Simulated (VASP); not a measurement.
# Ge (Fm-3m) in VASP: notebook, part 2 of 2

VASP 6.6.1.

## Step 3: Single point, PBE

The input, INCAR:

```
ALGO = Normal ; EDIFF = 1E-6
ENCUT = 500 ; GGA = PE
GGA_COMPAT = F ; ISIF = 2
ISMEAR = 0 ; ISYM = 0
LASPH = T ; LCHARG = F
LREAL = F ; LWAVE = F
NBANDS = 13 ; NELM = 120
PREC = Accurate ; SIGMA = 0.1
```

The input, KPOINTS:

```
k-points
0
Gamma
  6 8 10
```

The input, POSCAR:

```
Ge
1.0
    0.0000000000      2.0983605250      2.0983605250
    2.0983605250      0.0000000000      2.0983605250
    2.0983605250      2.0983605250      0.0000000000
Ge
1
Direct
    0.0000000000      0.0000000000      0.0000000000
```

Potentials or basis: VASP PAW PBE potentials, release 64 (Ge_d).

Command:

```
cat potpaw_PBE.64/Ge_d/POTCAR > POTCAR
mpirun -np 1 vasp_std > vasp.out
```

OUTCAR:

```text
EDIFF = 1E-6
   ENCUT = 500
   GGA = PE
   ISIF = 2
   ISMEAR = 0
   ISYM = 0
   LASPH = T
   LREAL = F
   NELM = 120
   PREC = Accurate

 ion  position               nearest neighbor table
   1  0.000  0.000  0.000-

IMPORTANT INFORMATION: All symmetrisations will be switched off!
NOSYMM: (Re-)initialisation of all symmetry stuff for point group C_1.

----------------------------------------------------------------------------------------

                                     Primitive cell

  volume of cell :      18.4787

  direct lattice vectors                    reciprocal lattice vectors
     0.000000000  2.098360525  2.098360525    -0.238281265  0.238281265  0.238281265
     2.098360525  0.000000000  2.098360525     0.238281265 -0.238281265  0.238281265
     2.098360525  2.098360525  0.000000000     0.238281265  0.238281265 -0.238281265

  length of vectors
     2.967529913  2.967529913  2.967529913     0.412715257  0.412715257  0.412715257

  position of ions in fractional coordinates (direct lattice)
     0.000000000  0.000000000  0.000000000

  ion indices of the primitive-cell ions
   primitive index   ion index
                 1           1

----------------------------------------------------------------------------------------

 KPOINTS: k-points

Automatic generation of k-mesh.
 Grid dimensions read from file:
 generate k-points for:    6    8   10

 Generating k-lattice:

  Cartesian coordinates                     Fractional coordinates (reciprocal lattice)
    -0.039713544  0.039713544  0.039713544     0.166666667  0.000000000  0.000000000
     0.029785158 -0.029785158  0.029785158     0.000000000  0.125000000  0.000000000
     0.023828126  0.023828126 -0.023828126     0.000000000  0.000000000  0.100000000

  Length of vectors
     0.068785876  0.051589407  0.041271526

  Shift w.r.t. Gamma in fractional coordinates (k-lattice)
     0.000000000  0.000000000  0.000000000

 -----------------------------------------------------------------------------
|                                                                             |
|           W    W    AA    RRRRR   N    N  II  N    N   GGGG   !!!           |
|           W    W   A  A   R    R  NN   N  II  NN   N  G    G  !!!           |
|           W    W  A    A  R    R  N N  N  II  N N  N  G       !!!           |
|           W WW W  AAAAAA  RRRRR   N  N N  II  N  N N  G  GGG   !            |
|           WW  WW  A    A  R   R   N   NN  II  N   NN  G    G                |
|           W    W  A    A  R    R  N    N  II  N    N   GGGG   !!!           |
|                                                                             |
|     Your reciprocal lattice and k-lattice belong to different lattice       |
|     classes:                                                                |
|                                                                             |
|        The reciprocal lattice is body-centered cubic,                       |
|        whereas your k-lattice is triclinic.                                 |
|                                                                             |
|     Results are often still useful ...                                      |
|                                                                             |
 -----------------------------------------------------------------------------

 WARNING: IBZKPT: internal override: KBLOWUP is changed to .FALSE.
      ... skipping the blow-up phase ...

 Subroutine IBZKPT returns following result:
 ===========================================

 Found    244 irreducible k-points:

 Following reciprocal coordinates:
            Coordinates               Weight
[... 33 lines left out ...]
 SYSTEM =  unknown system
   PREC   = accura    normal or accurate (medium, high low for compatibility)
   ISTART =      0    job   : 0-new  1-cont  2-samecut
   ICHARG =      2    charge: 1-file 2-atom 10-const
   ISPIN  =      1    spin polarized calculation?
   LNONCOLLINEAR =      F non collinear calculations
   LSORBIT =      F    spin-orbit coupling
   LASPH  =      T    aspherical Exc in radial PAW
   ENCUT  =  500.0 eV  36.75 Ry    6.06 a.u.   5.41  5.41  5.41*2*pi/ulx,y,z
   NELM   =    120;   NELMIN=  2; NELMDL= -5     # of ELM steps
   EDIFF  = 0.1E-05   stopping-criterion for ELM
   LREAL  =      F    real-space projection
   EDIFFG = 0.1E-04   stopping-criterion for IOM
   NSW    =      0    number of steps for IOM
   IBRION =     -1    ionic relax: 0-MD 1-quasi-New 2-CG
   NFREE  =      0    steps in history (QN), initial steepest desc. (CG)
   ISIF   =      2    stress and relaxation
   ISYM   =      0    0-nonsym 1-usesym 2-fastsym
   POTIM  = 0.5000    time-step for ionic-motion
   TEBEG  =    0.0;   TEEND  =   0.0 temperature during run
   PSTRESS=    0.0 pullay stress
   NELECT =      14.0000    total number of electrons
   NUPDOWN=      -1.0000    fix difference up-down
   EMIN   =  10.00;   EMAX   =-10.00  energy-range for DOS
   EFERMI =   0.00;   METHOD = LEGACY
   ISMEAR =     0;   SIGMA  =   0.10  broadening in eV -4-tet -1-fermi 0-gaus
   EFERMI_NEDOS =   21; number of points for ismear=-14 and -15
   IALGO  =     38    algorithm
   IMIX   =      4    mixing-type and parameters
     AMIX     =   0.40;   BMIX     =  1.00
     AMIX_MAG =   1.60;   BMIX_MAG =  1.00
  volume/ion in A,a.u.               =      18.48       124.70
  Fermi-wavevector in a.u.,A,eV,Ry     =   1.492430  2.820284 30.304914  2.227348
  Thomas-Fermi vector in A             =   2.604959
   LORBIT       =      0    0 simple, 1 ext, 2 COOP (PROOUT), +10 PAW based schemes
   GGA     = PE    functional components
   LHFCALC =     F    Hartree Fock is set to
   AEXX    =    0.0000 exact exchange contribution
   IVDW    =     0    specifies the selected vdW correction
   LEPSILON=     F    determine dielectric tensor
   LRPA    =     F    only Hartree local field effects (RPA)
 non-spin polarized calculation
 Gauss-broadening in eV      SIGMA  =   0.10
  energy-cutoff  :      500.00
  volume of cell :       18.48
 maximum number of plane-waves:       495
 NGX is ok and might be reduce to    24
   NGX = 11   NGY = 11   NGZ = 11

 number of electron      13.9999991 magnetization

 Free energy of the ion-electron system (eV)
  ---------------------------------------------------
  ext. energy  EPLUGINS =         0.00000000
  ---------------------------------------------------
  free energy    TOTEN  =        -4.15905941 eV

  energy without entropy =       -4.15605274  energy(sigma->0) =       -4.15755608

 E-fermi :   7.0955     XC(G=0): -11.4012

 val. band max:        7.0804151005   @ k =   0.3333   0.1250   0.0000
 cond. band min:       7.1093970162   @ k =   0.5000  -0.2500   0.3000
 fundamental gap:      0.0289819157
 Fermi energy:         7.0955339659

 k-point     1 :       0.0000    0.0000    0.0000
  band No.  band energies     occupation
      1     -17.7048      2.00000
      2     -17.7044      2.00000
      3     -17.7022      2.00000
      4     -17.6518      2.00000
      5     -17.6502      2.00000
      6      -6.3241      2.00000
      7      16.2282      0.00000
      8      16.2320      0.00000
      9      16.2332      0.00000
     10      21.2427      0.00000
     11      21.2432      0.00000
     12      21.2441      0.00000
     13      22.2043      0.00000
[... 354 lines left out ...]
  band No.  band energies     occupation
      1     -17.7147      2.00000
      2     -17.6866      2.00000
      3     -17.6736      2.00000
      4     -17.6259      2.00000
      5     -17.5999      2.00000
      6      -0.9201      2.00000
      7       2.7497      2.00000
      8      10.4866      0.00000
      9      12.3710      0.00000
     10      16.4662      0.00000
     11      22.8722      0.00000
     12      22.9318      0.00000
     13      26.4685      0.00000

 [... further k-points ...]

------------------------ aborting loop because EDIFF is reached ----------------------------------------

  FORCE on cell =-STRESS in cart. coord.  units (eV):
  Direction    XX          YY          ZZ          XY          YZ          ZX
  --------------------------------------------------------------------------------------
  -------------------------------------------------------------------------------------
  Total        0.3398434      0.6484700      0.4443513      0.0495100      0.0272403     -0.1120661
  in kB       29.4658586     56.2250871     38.5271327      4.2927225      2.3618450     -9.7166035
  external PRESSURE =      41.4060262 kB  Pullay stress =       0.0000000 kB

 VOLUME and BASIS-vectors are now :
 -----------------------------------------------------------------------------
  energy-cutoff  :      500.00
  volume of cell :       18.48
      direct lattice vectors                 reciprocal lattice vectors
     0.000000000  2.098360525  2.098360525    -0.238281265  0.238281265  0.238281265
     2.098360525  0.000000000  2.098360525     0.238281265 -0.238281265  0.238281265
     2.098360525  2.098360525  0.000000000     0.238281265  0.238281265 -0.238281265

 POSITION                                       TOTAL-FORCE (eV/Angst)
 -----------------------------------------------------------------------------------
      0.00000      0.00000      0.00000        -0.000001     -0.000001      0.000002
 -----------------------------------------------------------------------------------
    total drift:                               -0.000001     -0.000001      0.000002

  FREE ENERGIE OF THE ION-ELECTRON SYSTEM (eV)
  ---------------------------------------------------
  free  energy   TOTEN  =        -4.1590594140 eV

  energy  without entropy=       -4.1560527434  energy(sigma->0) =       -4.15755608
```

stdout:

```text
POSCAR found type information on POSCAR Ge
 POSCAR found :  1 types and       1 ions
 scaLAPACK will be used
 LDA part: xc-table for (Slater+PW92), standard interpolation
 -----------------------------------------------------------------------------
|                                                                             |
|           W    W    AA    RRRRR   N    N  II  N    N   GGGG   !!!           |
|           W    W   A  A   R    R  NN   N  II  NN   N  G    G  !!!           |
|           W    W  A    A  R    R  N N  N  II  N N  N  G       !!!           |
|           W WW W  AAAAAA  RRRRR   N  N N  II  N  N N  G  GGG   !            |
|           WW  WW  A    A  R   R   N   NN  II  N   NN  G    G                |
|           W    W  A    A  R    R  N    N  II  N    N   GGGG   !!!           |
|                                                                             |
|     Your reciprocal lattice and k-lattice belong to different lattice       |
|     classes:                                                                |
|                                                                             |
|        The reciprocal lattice is body-centered cubic,                       |
|        whereas your k-lattice is triclinic.                                 |
|                                                                             |
|     Results are often still useful ...                                      |
|                                                                             |
 -----------------------------------------------------------------------------

 POSCAR, INCAR and KPOINTS ok, starting setup
 FFT: planning ... GRIDC
 FFT: planning ... GRID_SOFT
 FFT: planning ... GRID
 WAVECAR not read
 entering main loop
```

Wall time 27 s (1 thread of Intel Xeon 6975P-C (Granite Rapids), shared host); peak memory 0.17 GiB.

The run converged, but its numbers aren't listed here, since they failed a check.

Caveat: the k points lie up to 0.37 Å⁻¹ apart, too coarse for converged energies and pressures of a metal.

## Step 4: Single point, PBE

The input, INCAR:

```
PREC = Accurate
ENCUT = 500
EDIFF = 1E-6
ISMEAR = 0
SIGMA = 0.1
LREAL = False
LASPH = True
NELM = 120
ALGO = Normal
ISIF = 2
LWAVE = False
LCHARG = True
GGA = PE
LELF = True
LVHAR = True
NBANDS = 13
ISYM = 0
GGA_COMPAT = False
```

The input, KPOINTS:

```
Automatic mesh
0
Gamma
  8 8 8
  0 0 0.5
```

POSCAR is that of step 3.

Command:

```
cat potpaw_PBE.64/Ge_d/POTCAR > POTCAR
mpirun -np 1 vasp_std > vasp.out
```

Run time: 2 min. Hardware: 1 thread of Intel Xeon 6975P-C (Granite Rapids), shared host; peak memory 0.32 GiB.

It converged, with:

```yaml
Free_energy: -4.1647 eV
Pressure: 4.2 GPa
Band_gap_on_the_k_mesh: zero (bands 7 and 8 overlap by 9.86 eV)
```

Levels at points of the mesh, in eV from the Fermi level:
```
           k point  band 4  band 5  band 6  band 7  band 8  band 9  band 10  band 11
(0.00, 0.00, 0.06)  -24.74  -24.74  -13.31    8.11    8.98    8.98    13.43    14.44
```

Caveat: the cell stands under pressure.

## Step 5: Single point, PBE, non-collinear spin, zero start, spin-orbit coupling

The input, INCAR:

```
SYSTEM = Ge
PREC = Accurate
ENCUT = 500
EDIFF = 1E-6
ISMEAR = 0
SIGMA = 0.1
LREAL = .FALSE.
LASPH = .TRUE.
NELM = 200
ALGO = Normal
ISIF = 2
LWAVE = .FALSE.
LCHARG = .FALSE.
LNONCOLLINEAR = .TRUE.
MAGMOM = 0 0 0
LORBIT = 11
LSORBIT = .TRUE.
GGA_COMPAT = .FALSE.
LORBMOM = .TRUE.
GGA = PE
NBANDS = 25
```

The input, KPOINTS:

```
Automatic mesh
0
G
  10 10 10
  0 0 0
```

POSCAR is that of step 4.

Command:

```
cat potpaw_PBE.64/Ge_d/POTCAR > POTCAR
mpirun -np 1 vasp_ncl > vasp.out
```

Run time: 39 s. Hardware: 1 thread of Intel Xeon 6975P-C (Granite Rapids), shared host; peak memory 0.2 GiB.

The run converged. Its results:

```
Free energy                                           : -4.1796 eV
Pressure                                              : 3.7 GPa
Net moment                                            : 0.00 μB per cell
Valence electrons inside the program's atomic spheres : Ge 12.20
```

Moments on the atoms (μB; x, y, z):
```
Ge  0.00 0.00 0.00
```

Caveat: the cell stands under pressure.

## Step 6: Overview

```csv
task,spin,cell,k mesh,cutoff (eV),gap on the mesh (eV),pressure (GPa)
relaxation of the atoms,off,atoms relaxed,4 × 4 × 4,450,none,4.1
single point,off,as given,"8 × 8 × 8, shifted",500,none,4.2
single point,"non-collinear, zero start, SOC",as given,10 × 10 × 10,500,-,3.7
```

Alike in all rows: level PBE; potentials or basis VASP PAW PBE potentials, release 64 (Ge_d); smearing gaussian 0.1 eV.

Caveats: some runs use coarse meshes; the cell stands under pressure (at least some runs); the relaxation stopped at its first step, so nothing moved (at least some runs).

Total energies depend on the potentials used, so only differences within one code and one set of settings carry meaning.
